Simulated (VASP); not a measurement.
A run of VASP 6.6.1 is set up as follows.

INCAR

```
SYSTEM = BN
PREC = Accurate ; ENCUT = 520
EDIFF = 1E-7 ; ISMEAR = -1
SIGMA = 0.05 ; LREAL = .FALSE.
LASPH = .TRUE. ; NELM = 100
ALGO = Normal ; ISIF = 2
LWAVE = .FALSE. ; LCHARG = .TRUE.
GGA = RP ; LELF = .TRUE.
LVHAR = .TRUE. ; NBANDS = 16
```

KPOINTS

```
Automatic mesh
0
G
  12 12 4
  0 0 0
```

File POSCAR:

```
BN
1.0
    2.4982400000      0.0000000000      0.0000000000
   -1.2491200000      2.1635393048      0.0000000000
    0.0000000000      0.0000000000      6.6357000000
N B
2 2
Direct
    0.6666666667      0.3333333333      0.2500000000
    0.3333333333      0.6666666667      0.7500000000
    0.6666666667      0.3333333333      0.7500000000
    0.3333333333      0.6666666667      0.2500000000
```

Potentials or basis: VASP PAW PBE potentials, release 64 (N, B).

Run with:

```console
$ cat potpaw_PBE.64/N/POTCAR potpaw_PBE.64/B/POTCAR > POTCAR
$ mpirun -np 1 vasp_std > vasp.out
```

**Question.** Predict the pressure.

**Answer.** 9.1 GPa.

**Question.** What does it give for the band gap on the k mesh?

**Answer.** 4.40 eV, indirect (least direct gap 4.73 eV).

Stress tensor (GPa, compression positive):
```
11.13  0.00  0.00
 0.00 11.13  0.00
 0.00  0.00  4.95
```

Caveat: the PAW data sets were made with another functional, which shifts forces and pressure a little; this functional lacks dispersion, which binds the layers, so the pressure and a relaxed spacing across them are unreliable. A k mesh can miss the band edges.
